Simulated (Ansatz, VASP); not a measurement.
ZnSe in VASP and in Ansatz

```
Zn Se
1.0
     0.00000    3.01160    2.51050
     2.51050    0.00000    2.51050
     2.51050    3.01160    0.00000
Zn Se
1 1
Direct
  0.00000 0.00000 0.00000
  0.75000 0.75000 0.75000
```

Alike in both runs: task single point; functional LDA; k mesh 10 × 10 × 10; occupations gaussian, width 0.05 eV; no spin polarisation.

```csv
,VASP,Ansatz
version,VASP 6.6.1,Ansatz 0.2.0
potentials or method,"VASP PAW LDA potentials, release 64 (Zn, Se), cutoff 520 eV","scalar-relativistic, plane waves, PAW"
valence electrons in the cell,18,28
```

VASP gave:

```
gap on the k mesh at the Fermi level (eV)                     : 1.34
least direct gap on the mesh (eV)                             : 1.34
pressure (GPa)                                                : 11.8
traceless stress, the component that is largest in VASP (GPa) : -6.16
```

Q: Estimate Ansatz's values.

A: gap on the k mesh at the Fermi level (eV): 1.29; least direct gap on the mesh (eV): 1.29; pressure (GPa): 11.1; traceless stress, the component that is largest in VASP (GPa): -6.22.

Ansatz warns that its potentials were made for another functional, while VASP's fit it. LDA's correlation is that of Perdew and Zunger in VASP and of Perdew and Wang (1992) in Ansatz. VASP's potentials hold 18 valence electrons a cell and Ansatz's 28, so a difference there can come from the potentials and not from the codes.
